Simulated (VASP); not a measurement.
ZnO:

```xyz
4
Lattice="3.2659 0.0000 0.0000 -1.6329 2.8284 0.0000 0.0000 0.0000 7.0826" Properties=species:S:1:pos:R:3 pbc="T T T"
Zn    0.0000    0.0000    1.7706
Zn    0.0000    0.0000    5.3119
O     1.6329    0.9428    5.3119
O     0.0000    1.8856    1.7706
```

Base run:

| Item | Value |
| --- | --- |
| Program | VASP 6.6.1 |
| Functional | PBEsol |
| Potentials or basis | VASP PAW PBE potentials, release 64 (Zn, O) |
| Cutoff | 520 eV |
| k mesh | 9 × 9 × 4 |
| Occupations | fermi-dirac, width 0.05 eV |
| Spin | no spin polarisation |

Its results: band gap on the k mesh 0.75 eV, direct; pressure -2.1 GPa.

Q: The run is repeated on the same cell with these changes: functional from PBEsol to PBE. What comes out?

A: Band gap on the k mesh 0.82 eV, direct; pressure 2.0 GPa.

PBE binds less tightly than PBEsol, so the same cell stands under more pressure.

Caveats: the PAW data sets were made with another functional, which shifts forces and pressure a little (some runs).

A k mesh can miss the band edges.
